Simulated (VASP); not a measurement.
A run of VASP 6.6.1 is set up as follows.

Contents of INCAR:

```
SYSTEM = V2Ir
PREC = Accurate
ENCUT = 520
EDIFF = 1E-6
ISMEAR = 0
SIGMA = 0.1
LREAL = .False.
LASPH = .True.
NELM = 60
ALGO = Fast
ISIF = 2
LWAVE = .False.
LCHARG = .False.
GGA = PE
NBANDS = 44
```

The input KPOINTS:

```
regular mesh
0
Gamma
  10 10 10
  0 0 0
```

File POSCAR:

```
V2Ir
1.0
    0.0000000000      3.4240164403      3.4240164403
    3.4240164403      0.0000000000      3.4240164403
    3.4240164403      3.4240164403      0.0000000000
V Ir
4 2
Direct
    0.6250000000      0.6250000000      0.6250000000
    0.1250000000      0.6250000000      0.6250000000
    0.6250000000      0.6250000000      0.1250000000
    0.6250000000      0.1250000000      0.6250000000
    0.0000000000      0.0000000000      0.0000000000
    0.2500000000      0.2500000000      0.2500000000
```

Potentials or basis: VASP PAW PBE potentials, release 64 (V_sv, Ir).

Run with:

```sh
$ cat potpaw_PBE.64/V_sv/POTCAR potpaw_PBE.64/Ir/POTCAR > POTCAR
$ mpirun -np 1 vasp_std > vasp.out
```

Predict the pressure.

0.3 GPa.

Estimate the band gap on the k mesh.

zero (bands 35 and 36 overlap by 0.77 eV).

Caveat: spin-orbit coupling is left out, which moves the levels of the heavy elements.
